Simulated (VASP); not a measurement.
## ZrO2 (Cubic zirconia): single point with PBE+D3(BJ)

The system is ZrO2 (Cubic zirconia).

```xyz
3
Lattice="0.0000 2.5438 2.5438 2.5438 0.0000 2.5438 2.5438 2.5438 0.0000" Properties=species:S:1:pos:R:3 pbc="T T T"
Zr    0.0000    0.0000    0.0000
O     1.2719    1.2719    1.2719
O     3.8157    3.8157    3.8157
```

```
Program             : VASP 6.6.1
Task                : single point
Functional          : PBE
Dispersion          : D3(BJ)
Potentials or basis : VASP PAW PBE potentials, release 64 (Zr_sv, O)
Cutoff              : 600 eV
k mesh              : 8 × 8 × 8
Occupations         : gaussian, width 0.02 eV
Spin                : no spin polarisation
```

```
Pressure                   : 0.1 GPa
Band gap on the k mesh     : 3.36 eV, indirect (least direct gap 3.80 eV)
Dispersion energy per atom : -0.267 eV
```

Levels at points of the mesh, in eV from the valence-band top:
| k point | band 10 | band 11 | band 12 | band 13 | band 14 | band 15 |
| --- | --- | --- | --- | --- | --- | --- |
| (0.00, 0.00, 0.00) | -0.53 | -0.53 | -0.53 | 3.36 | 3.36 | 6.59 |
| (0.50, 0.00, 0.00) | -2.47 | -1.64 | -1.64 | 4.00 | 4.00 | 6.10 |
| (0.50, 0.50, 0.00) | -1.51 | -1.51 | 0.00 | 3.80 | 4.75 | 5.84 |

Wall time 26 s on 1 thread of AMD EPYC 9R45 (Zen 5), with other jobs on the host, peak memory 0.16 GiB.

A k mesh can miss the band edges. Expect the measured gap to be larger: semilocal functionals such as PBE lack the derivative discontinuity.
